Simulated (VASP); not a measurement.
HfSi3: single point with r2SCAN

The system is HfSi3.

```
CELL_PARAMETERS angstrom
3.97351 0.00000 0.00000
0.00000 3.97351 0.00000
0.00000 0.00000 3.97351
ATOMIC_POSITIONS crystal
Hf 0.00000 0.00000 0.00000
Si 0.00000 0.50000 0.50000
Si 0.50000 0.50000 0.00000
Si 0.50000 0.00000 0.50000
```

```json
{
  "Program": "VASP 6.6.1",
  "Task": "single point",
  "Functional": "r2SCAN",
  "Potentials or basis": "VASP PAW PBE potentials, release 64 (Hf_pv, Si)",
  "Cutoff": "520 eV",
  "k mesh": "8 × 8 × 8",
  "Occupations": "gaussian, width 0.05 eV",
  "Spin": "no spin polarisation"
}
```

The pressure is -3.1 GPa and the band gap on the k mesh is zero (bands 11 and 12 overlap by 2.31 eV).

Levels at points of the mesh, in eV from the Fermi level:
```
           k point  band 7  band 8  band 9  band 10  band 11  band 12  band 13  band 14  band 15  band 16
(0.00, 0.00, 0.00)   -4.63   -4.63   -4.63    -0.09    -0.09    -0.09    -0.09     2.17     2.17     2.17
(0.50, 0.00, 0.00)   -4.73   -4.18   -3.70    -1.36    -1.36    -0.33     0.42     0.49     2.98     2.98
(0.50, 0.50, 0.00)   -7.55   -3.31   -3.31    -1.31    -1.00     0.70     0.70     1.05     1.81     4.38
(0.50, 0.50, 0.50)   -7.37   -5.53   -5.53    -5.53    -0.95     2.32     2.32     4.18     4.18     4.18
```

It took 2 min on 1 thread of Intel(R) Xeon(R) Platinum 8259CL CPU @ 2.50GHz (Skylake/Cascade Lake), with other jobs on the host, peak memory 0.19 GiB.

Caveat: the cell stands under tension; the PAW data sets were made with another functional, which shifts forces and pressure a little; spin-orbit coupling is left out, which moves the levels of the heavy elements.
